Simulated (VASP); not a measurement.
Crystal: Mg2SO.

```xyz
4
Lattice="1.6700 0.9642 5.4975 -1.6700 0.9642 5.4975 0.0000 -1.9283 5.4975" Properties=species:S:1:pos:R:3 pbc="T T T"
O     1.6700    0.9642    5.4975
S     0.0000    0.0000    8.2462
Mg    0.0000    0.0000    4.3154
Mg    0.0000    0.0000   12.1770
```

Base run:

* Program: VASP 6.6.1
* Functional: r2SCAN
* Potentials or basis: VASP PAW PBE potentials, release 64 (O, S, Mg)
* Cutoff: 520 eV
* k mesh: 8 × 8 × 8
* Occupations: gaussian, width 0.01 eV
* Spin: no spin polarisation

Its results: band gap on the k mesh 1.60 eV, direct; pressure -0.7 GPa; largest force 0.009 eV/Å.

Question: The run is repeated on the same cell with these changes: functional from r2SCAN to PBE. What comes out?

Answer: Band gap on the k mesh 0.97 eV, direct; pressure 2.0 GPa; largest force 0.009 eV/Å.

r2SCAN gives the wider gap, since meta-GGAs in the generalised Kohn-Sham scheme recover part of the derivative discontinuity.

Caveats: the PAW data sets were made with another functional, which shifts forces and pressure a little (some runs).

A k mesh can miss the band edges.
